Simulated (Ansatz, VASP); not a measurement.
# Two plane-wave programs on KCaF3

INCAR

```
SYSTEM = KCaF3
  ALGO = Normal
  EDIFF = 1E-6
  ENCUT = 520
  ISIF = 2
  ISMEAR = 0
  LASPH = .TRUE.
  LCHARG = .FALSE.
  LREAL = .FALSE.
  LWAVE = .FALSE.
  NBANDS = 28
  NELM = 80
  PREC = Accurate
  SIGMA = 0.05
```

KPOINTS

```
k-points
0
G
  6 6 6
  0 0 0
```

The input POSCAR:

```
KCaF3
1.0
    5.0308205958      0.0000000000      0.0000000000
    0.0000000000      5.0308205958      0.0000000000
    0.0000000000      0.0000000000      3.5567901612
K Ca F
1 1 3
Direct
    0.5000000000      0.5000000000      0.5000000000
    0.0000000000      0.0000000000      0.0000000000
    0.0000000000      0.5000000000      0.0000000000
    0.0000000000      0.0000000000      0.5000000000
    0.5000000000      0.0000000000      0.0000000000
```

Input for Ansatz:

```yaml
crystal:
  lattice:
    - [5.0308205958, 0.0, 0.0]
    - [0.0, 5.0308205958, 0.0]
    - [0.0, 0.0, 3.5567901612]
  atoms:
    - { symbol: K, position: [0.5, 0.5, 0.5] }
    - { symbol: Ca, position: [0.0, 0.0, 0.0] }
    - { symbol: F, position: [0.0, 0.5, 0.0] }
    - { symbol: F, position: [0.0, 0.0, 0.5] }
    - { symbol: F, position: [0.5, 0.0, 0.0] }
basis:
  ecutwfc: 420
kpoints:
  mp_grid: { grid: [6, 6, 6] }
hamiltonian:
  xc: lda
scf:
  occupations: { method: gaussian, width: 0.05 }
output:
  forces: true
  stress: true
  eigenvalues: true
```

Alike in both runs: task single point; functional LDA; k mesh 6 × 6 × 6; occupations gaussian, width 0.05 eV; no spin polarisation.

```csv
,VASP,Ansatz
version,VASP 6.6.1,Ansatz 0.2.0
potentials or method,"VASP PAW LDA potentials, release 64 (K_sv, Ca_sv, F), cutoff 520 eV","scalar-relativistic, plane waves, PAW"
valence electrons in the cell,40,40
```

VASP gave:

| Quantity | Value |
| --- | --- |
| gap on the k mesh at the Fermi level (eV) | 4.34 |
| least direct gap on the mesh (eV) | 4.34 |
| pressure (GPa) | 10.2 |
| traceless stress, the component that is largest in VASP (GPa) | 42.09 |

Q: What did Ansatz give for the same quantities?

A: gap on the k mesh at the Fermi level (eV): 4.44; least direct gap on the mesh (eV): 4.44; pressure (GPa): 9.5; traceless stress, the component that is largest in VASP (GPa): 40.54.

LDA's correlation is that of Perdew and Zunger in VASP and of Perdew and Wang (1992) in Ansatz.
